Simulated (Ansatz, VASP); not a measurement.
## MoS2: VASP beside Ansatz

Contents of POSCAR:

```
MoS2
1.0
    3.1059562055      0.0000000000      0.0000000000
   -1.5529781028      2.6898369770      0.0000000000
    0.0000000000      0.0000000000      6.6704196970
Mo S
1 2
Direct
    0.0000000000      0.0000000000      0.0000000000
    0.3333333333      0.6666666667      0.2361464865
    0.3333333333      0.6666666667      0.7638535135
```

The input INCAR.step1:

```
ALGO = Normal ; EDIFF = 1E-4
ENCUT = 520 ; GGA = PE
ISMEAR = 0 ; LASPH = True
LCHARG = False ; LREAL = False
LWAVE = True ; NBANDS = 20
NELM = 80 ; PREC = Accurate
SIGMA = 0.01
```

INCAR.step2

```
ALGO = Normal ; EDIFF = 1E-6
ENCUT = 520 ; ISIF = 2
ISMEAR = 0 ; ISTART = 1
LASPH = True ; LCHARG = True
LELF = True ; LMIXTAU = True
LREAL = False ; LVHAR = True
LWAVE = False ; METAGGA = R2SCAN
NBANDS = 20 ; NELM = 80
PREC = Accurate ; SIGMA = 0.01
```

File KPOINTS:

```
k-points
0
Gamma
  12 12 4
```

Input for Ansatz:

```yaml
crystal:
  lattice:
    - [3.1059562055, 0.0, 0.0]
    - [-1.5529781028, 2.689836977, 0.0]
    - [0.0, 0.0, 6.670419697]
  atoms:
    - { symbol: Mo, position: [0.0, 0.0, 0.0] }
    - { symbol: S, position: [0.3333333333, 0.6666666667, 0.2361464865] }
    - { symbol: S, position: [0.3333333333, 0.6666666667, 0.7638535135] }
kpoints:
  mp_grid: { grid: [12, 12, 4] }
  band_path:
    path:
      - [0.0, 0.0, 0.0]
      - [0.5, 0.0, 0.0]
      - [0.3333333333, 0.3333333333, 0.0]
      - [0.0, 0.0, 0.5]
      - [0.5, 0.0, 0.5]
      - [0.3333333333, 0.3333333333, 0.5]
      - [0.174479, 0.174479, 0.0]
    npoints: 1
hamiltonian:
  xc: r2scan
scf:
  occupations: { method: fixed }
  n_extra_bands: 4
output:
  forces: true
  stress: true
  eigenvalues: true
  write_density: true
  write_potential: true
  elf: true
  volumetric_format: npy
```

Change from the starting cell: hydrostatic strain -2.0%.

Alike in both runs: task single point; functional r2SCAN; k mesh 12 × 12 × 4; no spin polarisation.

|  | VASP | Ansatz |
| --- | --- | --- |
| version | VASP 6.6.1 | Ansatz 0.2.0 |
| potentials or method | VASP PAW PBE potentials, release 64 (Mo_sv, S) | plane waves, PAW |
| plane-wave cutoff (eV) | 520 | 500 |
| occupations | gaussian, width 0.01 eV | fixed |
| valence electrons in the cell | 26 | 26 |

```tsv
	VASP	Ansatz	Ansatz less VASP
gap on the k mesh at the Fermi level (eV)	1.41	1.40	-0.009
pressure (GPa)	5.7	5.7	-0.05
traceless stress, the component that is largest in VASP (GPa)	-3.46	-3.40	+0.062
rms of the force components (eV/Å)	0.019	0.022	+0.0026
```

VASP's potentials were made for PBE, not for r2SCAN. Atom by atom the forces differ by 0.003 eV/Å (rms over components).
